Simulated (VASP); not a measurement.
Input of a VASP 6.6.1 run:

File INCAR:

```
SYSTEM = F
  PREC = Accurate
  ENCUT = 520
  EDIFF = 1E-6
  ISMEAR = 0
  SIGMA = 0.05
  LREAL = .FALSE.
  LASPH = .TRUE.
  NELM = 80
  ALGO = Normal
  ISIF = 2
  LWAVE = .FALSE.
  LCHARG = .FALSE.
  GGA = PS
  NBANDS = 22
```

KPOINTS

```
regular mesh
0
G
  4 4 2
  0 0 0
```

POSCAR

```
F
1.0
    3.3722611164     -1.7887900693     -0.2600978693
    3.3722611164      1.7887900693     -0.2600978693
   -2.5803897193      0.0000000000      7.1821343397
F
4
Direct
    0.0848459664      0.0848459664      0.0940038325
    0.9151540336      0.9151540336      0.9059961675
    0.5015719855      0.5015719855      0.5937195244
    0.4984280145      0.4984280145      0.4062804756
```

Potentials or basis: VASP PAW PBE potentials, release 64 (F).

Command:

```sh
$ cat potpaw_PBE.64/F/POTCAR > POTCAR
$ mpirun -np 1 vasp_std > vasp.out
```

Question: Estimate the largest force.

Answer: 0.387 eV/Å.

Question: Predict the pressure.

Answer: -1.2 GPa.

Question: Estimate the band gap on the k mesh.

Answer: 2.85 eV, indirect (least direct gap 2.92 eV).

Stress tensor (GPa, compression positive):
```
-0.90  0.00 -0.14
 0.00 -0.50  0.00
-0.14  0.00 -2.29
```

Caveat: the k points lie up to 0.51 Å⁻¹ apart; the PAW data sets were made with another functional, which shifts forces and pressure a little. A k mesh can miss the band edges.
